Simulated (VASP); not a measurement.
# Ta2Ru3 (P6_3/mmc) in VASP: single point with PBE

Aim: the single point of Ta2Ru3 with PBE.

Everything below comes from runs of VASP 6.6.1. Logs are shortened: lines on timing, memory, paths and dates and some standing lists are left out, and cuts for length are marked.

**1. The cell of the first run**

The structure is hexagonal, space group P6_3/mmc (No. 194). The conventional cell has a = 2.798 Å, b = 2.798 Å, c = 23.100 Å, α = 90.00°, β = 90.00°, γ = 120.00°. Ta (site symmetry 3m) has 9 Ta at 2.80 to 3.08 Å and 3 Ru at 2.87 Å within 3.7 Å. Ru (site symmetry -6m2) has 12 Ru at 2.64 to 2.80 Å within 3.5 Å. Ru (site symmetry 3m) has 9 Ru at 2.64 to 2.80 Å and 3 Ta at 2.87 Å within 3.5 Å.

**2. Single point, PBE**

File INCAR:

```
PREC = Accurate
ENCUT = 500
EDIFF = 1E-6
ISMEAR = 0
SIGMA = 0.2
LREAL = False
LASPH = True
NELM = 120
ALGO = Normal
ISIF = 2
LWAVE = False
LCHARG = False
GGA = PE
NBANDS = 75
GGA_COMPAT = False
```

File KPOINTS:

```
Automatic mesh
0
Gamma
  12 12 1
```

File POSCAR:

```
Ta2Ru3
1.0
    2.7982459770      0.0000000000      0.0000000000
   -1.3991229885      2.4233521022      0.0000000000
    0.0000000000      0.0000000000     23.1003193743
Ta Ru
4 6
Direct
    0.3333333333      0.6666666667      0.0567651552
    0.3333333333      0.6666666667      0.4432348448
    0.6666666667      0.3333333333      0.5567651552
    0.6666666667      0.3333333333      0.9432348448
    0.3333333333      0.6666666667      0.2500000000
    0.3333333333      0.6666666667      0.6595572190
    0.3333333333      0.6666666667      0.8404427810
    0.6666666667      0.3333333333      0.1595572190
    0.6666666667      0.3333333333      0.3404427810
    0.6666666667      0.3333333333      0.7500000000
```

Potentials or basis: VASP PAW PBE potentials, release 64 (Ta_pv, Ru_pv).

The run is started by

```
> cat potpaw_PBE.64/Ta_pv/POTCAR potpaw_PBE.64/Ru_pv/POTCAR > POTCAR
> mpirun -np 1 vasp_std > vasp.out
```

OUTCAR:

```text
PREC = Accurate
   ENCUT = 500
   EDIFF = 1E-6
   ISMEAR = 0
   LREAL = False
   LASPH = True
   NELM = 120
   ISIF = 2
   GGA = PE

 ion  position               nearest neighbor table
   1  0.333  0.667  0.057-   8 2.87   8 2.87   8 2.87   4 3.08   4 3.08   4 3.08
   2  0.333  0.667  0.443-   9 2.87   9 2.87   9 2.87   3 3.08   3 3.08   3 3.08
   3  0.667  0.333  0.557-   6 2.87   6 2.87   6 2.87   2 3.08   2 3.08   2 3.08
   4  0.667  0.333  0.943-   7 2.87   7 2.87   7 2.87   1 3.08   1 3.08   1 3.08
   5  0.333  0.667  0.250-   8 2.64   9 2.64   8 2.64   9 2.64   8 2.64   9 2.64
   6  0.333  0.667  0.660-  10 2.64  10 2.64  10 2.64   3 2.87   3 2.87   3 2.87
   7  0.333  0.667  0.840-  10 2.64  10 2.64  10 2.64   4 2.87   4 2.87   4 2.87
   8  0.667  0.333  0.160-   5 2.64   5 2.64   5 2.64   1 2.87   1 2.87   1 2.87
   9  0.667  0.333  0.340-   5 2.64   5 2.64   5 2.64   2 2.87   2 2.87   2 2.87
  10  0.667  0.333  0.750-   6 2.64   7 2.64   6 2.64   7 2.64   6 2.64   7 2.64

  LATTYP: Found a hexagonal cell.
 ALAT       =     2.7982459770
 C/A-ratio  =     8.2552854767

  Lattice vectors:

 A1 = (   2.7982459770,   0.0000000000,   0.0000000000)
 A2 = (  -1.3991229885,   2.4233521022,   0.0000000000)
 A3 = (   0.0000000000,   0.0000000000,  23.1003193743)

Analysis of symmetry for initial positions (statically):
=====================================================================
 Subroutine PRICEL returns:
 Original cell was already a primitive cell.

 Routine SETGRP: Setting up the symmetry group for a
 hexagonal supercell.

 Subroutine GETGRP returns: Found 24 space group operations
 (whereof 12 operations were pure point group operations)
 out of a pool of 24 trial point group operations.

The static configuration has the point symmetry D_3d.
 The point group associated with its full space group is D_6h.

Analysis of symmetry for dynamics (positions and initial velocities):
=====================================================================
 Subroutine PRICEL returns:
 Original cell was already a primitive cell.

 Routine SETGRP: Setting up the symmetry group for a
 hexagonal supercell.

 Subroutine GETGRP returns: Found 24 space group operations
 (whereof 12 operations were pure point group operations)
 out of a pool of 24 trial point group operations.

The dynamic configuration has the point symmetry D_3d.
 The point group associated with its full space group is D_6h.

 Subroutine INISYM returns: Found 24 space group operations
 (whereof 12 operations are pure point group operations),
 and found     1 'primitive' translations

----------------------------------------------------------------------------------------

                                     Primitive cell

  volume of cell :     156.6464

  direct lattice vectors                    reciprocal lattice vectors
     2.798245977  0.000000000  0.000000000     0.357366725  0.206325775  0.000000000
    -1.399122989  2.423352102  0.000000000     0.000000000  0.412651550  0.000000000
     0.000000000  0.000000000 23.100319374     0.000000000  0.000000000  0.043289445

  length of vectors
     2.798245977  2.798245977 23.100319374     0.412651550  0.412651550  0.043289445

  position of ions in fractional coordinates (direct lattice)
     0.333333333  0.666666667  0.056765155
     0.333333333  0.666666667  0.443234845
     0.666666667  0.333333333  0.556765155
     0.666666667  0.333333333  0.943234845
     0.333333333  0.666666667  0.250000000
     0.333333333  0.666666667  0.659557219
     0.333333333  0.666666667  0.840442781
     0.666666667  0.333333333  0.159557219
     0.666666667  0.333333333  0.340442781
     0.666666667  0.333333333  0.750000000

  ion indices of the primitive-cell ions
   primitive index   ion index
                 1           1
                 2           2
                 3           3
                 4           4
                 5           5
                 6           6
                 7           7
                 8           8
                 9           9
                10          10

----------------------------------------------------------------------------------------

 KPOINTS: Automatic mesh

Automatic generation of k-mesh.
 Grid dimensions read from file:
 generate k-points for:   12   12    1

 Generating k-lattice:

  Cartesian coordinates                     Fractional coordinates (reciprocal lattice)
     0.029780560  0.017193815  0.000000000     0.083333333 -0.000000000  0.000000000
     0.000000000  0.034387629  0.000000000     0.000000000  0.083333333  0.000000000
     0.000000000  0.000000000  0.043289445     0.000000000  0.000000000  1.000000000

  Length of vectors
     0.034387629  0.034387629  0.043289445

  Shift w.r.t. Gamma in fractional coordinates (k-lattice)
     0.000000000  0.000000000  0.000000000

 Subroutine IBZKPT returns following result:
 ===========================================

 Found     19 irreducible k-points:

 Following reciprocal coordinates:
            Coordinates               Weight
  0.000000  0.000000  0.000000      1.000000
  0.083333 -0.000000  0.000000      6.000000
  0.166667 -0.000000  0.000000      6.000000
  0.250000 -0.000000  0.000000      6.000000
  0.333333 -0.000000  0.000000      6.000000
  0.416667  0.000000  0.000000      6.000000
[... 11 lines left out ...]
  0.333333  0.250000  0.000000     12.000000
  0.333333  0.333333  0.000000      2.000000
   k-points           NKPTS =     19   k-points in BZ     NKDIM =     19   number of bands    NBANDS=     75
   number of dos      NEDOS =    301   number of ions     NIONS =     10
   total plane-waves  NPLWV =  67200
   dimension x,y,z NGX =    20 NGY =   20 NGZ =  168
   dimension x,y,z NGXF=    40 NGYF=   40 NGZF=  336
   ions per type =               4   6
   NGX,Y,Z   is equivalent  to a cutoff of  11.88, 11.88, 12.09 a.u.
   NGXF,Y,Z  is equivalent  to a cutoff of  23.76, 23.76, 24.18 a.u.
 SYSTEM =  unknown system
   PREC   = accura    normal or accurate (medium, high low for compatibility)
   ISTART =      0    job   : 0-new  1-cont  2-samecut
   ICHARG =      2    charge: 1-file 2-atom 10-const
   ISPIN  =      1    spin polarized calculation?
   LNONCOLLINEAR =      F non collinear calculations
   LSORBIT =      F    spin-orbit coupling
   LASPH  =      T    aspherical Exc in radial PAW
   ENCUT  =  500.0 eV  36.75 Ry    6.06 a.u.   5.10  5.10 42.12*2*pi/ulx,y,z
   NELM   =    120;   NELMIN=  2; NELMDL= -5     # of ELM steps
   EDIFF  = 0.1E-05   stopping-criterion for ELM
   LREAL  =      F    real-space projection
   EDIFFG = 0.1E-04   stopping-criterion for IOM
   NSW    =      0    number of steps for IOM
   IBRION =     -1    ionic relax: 0-MD 1-quasi-New 2-CG
   NFREE  =      0    steps in history (QN), initial steepest desc. (CG)
   ISIF   =      2    stress and relaxation
   ISYM   =      2    0-nonsym 1-usesym 2-fastsym
   POTIM  = 0.5000    time-step for ionic-motion
   TEBEG  =    0.0;   TEEND  =   0.0 temperature during run
   PSTRESS=    0.0 pullay stress
   NELECT =     128.0000    total number of electrons
   NUPDOWN=      -1.0000    fix difference up-down
   EMIN   =  10.00;   EMAX   =-10.00  energy-range for DOS
   EFERMI =   0.00;   METHOD = LEGACY
   ISMEAR =     0;   SIGMA  =   0.20  broadening in eV -4-tet -1-fermi 0-gaus
   EFERMI_NEDOS =   21; number of points for ismear=-14 and -15
   IALGO  =     38    algorithm
   IMIX   =      4    mixing-type and parameters
     AMIX     =   0.40;   BMIX     =  1.00
     AMIX_MAG =   1.60;   BMIX_MAG =  1.00
  volume/ion in A,a.u.               =      15.66       105.71
  Fermi-wavevector in a.u.,A,eV,Ry     =   1.530517  2.892257 31.871387  2.342481
  Thomas-Fermi vector in A             =   2.637989
   LORBIT       =      0    0 simple, 1 ext, 2 COOP (PROOUT), +10 PAW based schemes
   GGA     = PE    functional components
   LHFCALC =     F    Hartree Fock is set to
   AEXX    =    0.0000 exact exchange contribution
   IVDW    =     0    specifies the selected vdW correction
   LEPSILON=     F    determine dielectric tensor
   LRPA    =     F    only Hartree local field effects (RPA)
 non-spin polarized calculation
 Gauss-broadening in eV      SIGMA  =   0.20
  energy-cutoff  :      500.00
  volume of cell :      156.65
 maximum number of plane-waves:      4003
   NGX = 11   NGY = 11   NGZ = 85

 number of electron     127.9999989 magnetization

 Free energy of the ion-electron system (eV)
  ---------------------------------------------------
  ext. energy  EPLUGINS =         0.00000000
  ---------------------------------------------------
  free energy    TOTEN  =      -101.78822775 eV

  energy without entropy =     -101.56717371  energy(sigma->0) =     -101.67770073

 E-fermi :   9.1939     XC(G=0): -13.2915

 val. band max:        9.1840819082   @ k =   0.5000  -0.0000   0.0000
 cond. band min:       9.2060522451   @ k =   0.2500   0.0833   0.0000
 fundamental gap:      0.0219703369
 Fermi energy:         9.1938975700

 k-point     1 :       0.0000    0.0000    0.0000
  band No.  band energies     occupation
      1     -34.1550      2.00000
      2     -34.1550      2.00000
      3     -33.5767      2.00000
      4     -33.5766      2.00000
      5     -33.5701      2.00000
      6     -33.5701      2.00000
[... 67 lines left out ...]
     74      10.2793      0.00000
     75      10.3670      0.00000

 k-point     2 :       0.0833   -0.0000    0.0000
  band No.  band energies     occupation
      1     -34.1425      2.00000
      2     -34.1425      2.00000
      3     -33.6540      2.00000
      4     -33.6540      2.00000
      5     -33.5803      2.00000
      6     -33.5803      2.00000
[... 67 lines left out ...]
     74      10.0807      0.00000
     75      10.1922      0.00000

 k-point     3 :       0.1667   -0.0000    0.0000
  band No.  band energies     occupation
      1     -34.1093      2.00000
      2     -34.1093      2.00000
      3     -33.7715      2.00000
      4     -33.7715      2.00000
      5     -33.6081      2.00000
      6     -33.6081      2.00000
[... 1237 lines left out ...]
     74      11.1865      0.00000
     75      11.7762      0.00000

 k-point    19 :       0.3333    0.3333    0.0000
  band No.  band energies     occupation
      1     -34.0399      2.00000
      2     -34.0399      2.00000
      3     -33.9881      2.00000
      4     -33.9881      2.00000
      5     -33.9786      2.00000
      6     -33.9786      2.00000
[... 67 lines left out ...]
     74      10.9902      0.00000
     75      11.5479      0.00000

------------------------ aborting loop because EDIFF is reached ----------------------------------------

  FORCE on cell =-STRESS in cart. coord.  units (eV):
  Direction    XX          YY          ZZ          XY          YZ          ZX
  --------------------------------------------------------------------------------------
  -------------------------------------------------------------------------------------
  Total        0.3492237      0.3492237     -0.1793189      0.0000000     -0.0000000      0.0000000
  in kB        3.5718561      3.5718561     -1.8340720      0.0000000     -0.0000000      0.0000000
  external PRESSURE =       1.7698801 kB  Pullay stress =       0.0000000 kB

 VOLUME and BASIS-vectors are now :
 -----------------------------------------------------------------------------
  energy-cutoff  :      500.00
  volume of cell :      156.65
      direct lattice vectors                 reciprocal lattice vectors
     2.798245977  0.000000000  0.000000000     0.357366725  0.206325775  0.000000000
    -1.399122989  2.423352102  0.000000000     0.000000000  0.412651550  0.000000000
     0.000000000  0.000000000 23.100319374     0.000000000  0.000000000  0.043289445

 POSITION                                       TOTAL-FORCE (eV/Angst)
 -----------------------------------------------------------------------------------
     -0.00000      1.61557      1.31129        -0.000000     -0.000000      0.025352
     -0.00000      1.61557     10.23887        -0.000000      0.000000     -0.025352
      1.39912      0.80778     12.86145        -0.000000     -0.000000      0.025352
      1.39912      0.80778     21.78903         0.000000      0.000000     -0.025352
     -0.00000      1.61557      5.77508         0.000000     -0.000000     -0.000000
     -0.00000      1.61557     15.23598         0.000000     -0.000000     -0.053804
     -0.00000      1.61557     19.41450         0.000000     -0.000000      0.053804
      1.39912      0.80778      3.68582        -0.000000      0.000000     -0.053804
      1.39912      0.80778      7.86434         0.000000      0.000000      0.053804
      1.39912      0.80778     17.32524        -0.000000      0.000000     -0.000000
 -----------------------------------------------------------------------------------
    total drift:                               -0.000000      0.000000     -0.000000

  FREE ENERGIE OF THE ION-ELECTRON SYSTEM (eV)
  ---------------------------------------------------
  free  energy   TOTEN  =      -101.7882277465 eV

  energy  without entropy=     -101.5671737058  energy(sigma->0) =     -101.67770073
```

It took 5 min on 1 thread of AMD EPYC 7R43 (Zen 3), shared host; peak memory 0.28 GiB.

What came out:

- Free energy: -101.7882 eV
- Pressure: 0.2 GPa
- Largest force: 0.054 eV/Å
- Band gap on the k mesh: zero (bands 64 and 65 overlap by 1.64 eV)

Forces in eV/Å, atoms in the order of the input:
```
Ta   0.000  0.000  0.025
Ta   0.000  0.000 -0.025
Ta   0.000  0.000  0.025
Ta   0.000  0.000 -0.025
Ru   0.000  0.000  0.000
Ru   0.000  0.000 -0.054
Ru   0.000  0.000  0.054
Ru   0.000  0.000 -0.054
Ru   0.000  0.000  0.054
Ru   0.000  0.000  0.000
```

Levels at points of the mesh, in eV from the Fermi level:
```csv
k point,band 60,band 61,band 62,band 63,band 64,band 65,band 66,band 67,band 68,band 69
"(0.00, 0.00, 0.00)",-0.93,-0.93,-0.91,-0.91,-0.62,0.02,0.02,0.11,0.11,0.52
"(0.50, 0.00, 0.00)",0.49,0.57,0.72,1.01,1.08,1.09,1.11,1.52,1.53,1.54
```

Caveat: spin-orbit coupling is left out, which moves the levels of the heavy elements.
